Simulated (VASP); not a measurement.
Runs of VASP 6.6.1 on Al. The structure is that of space group P6_3/mmc (No. 194), or close to it. The cells are those of the table. This isn't the form of Al at room conditions, which is fcc.

| task | cell | k mesh | cutoff (eV) | gap on the mesh (eV) | pressure (GPa) |
| --- | --- | --- | --- | --- | --- |
| single point | a = 2.954, b = 2.954, c = 9.818 Å, angles 90.0, 90.0, 120.0°, 4 atoms | 17 × 17 × 5 | 520 | none | -6.6 |
| single point | a = 2.845, b = 2.845, c = 9.454 Å, angles 90.0, 90.0, 120.0°, 4 atoms | 13 × 13 × 4 | 520 | none | 0.0 |
| single point | a = 2.726, b = 2.726, c = 9.060 Å, angles 90.0, 90.0, 120.0°, 4 atoms | 17 × 17 × 5 | 520 | none | (a) |
| single point | a = 2.918, b = 2.918, c = 9.700 Å, angles 90.0, 90.0, 120.0°, 4 atoms | 17 × 17 × 5 | 520 | none | -4.9 |
| single point | a = 2.882, b = 2.882, c = 9.579 Å, angles 90.0, 90.0, 120.0°, 4 atoms | 17 × 17 × 5 | 520 | none | -2.7 |
| single point | a = 2.845, b = 2.845, c = 9.454 Å, angles 90.0, 90.0, 120.0°, 4 atoms | 17 × 17 × 5 | 520 | none | 0.0 |
| single point | a = 2.806, b = 2.806, c = 9.326 Å, angles 90.0, 90.0, 120.0°, 4 atoms | 17 × 17 × 5 | 520 | none | 3.5 |
| single point | a = 2.767, b = 2.767, c = 9.195 Å, angles 90.0, 90.0, 120.0°, 4 atoms | 17 × 17 × 5 | 520 | none | (b) |
| relaxation of cell and atoms | relaxed from a = 2.863, b = 2.863, c = 9.352 Å, angles 90.0, 90.0, 120.0°, 4 atoms | 13 × 13 × 4 | 600 | none | 0.1 |

Alike in all rows: level PBE; potentials or basis VASP PAW PBE potentials, release 64 (Al); no spin polarisation; smearing fermi-dirac 0.1 eV.

Q: Fill in the values left out.

A: (a) 13.1; (b) 7.8.

Caveats: the cell stands under pressure (at least some runs); the cell stands under tension (at least some runs).

A gap of «none» marks levels without a gap at the run's occupations.
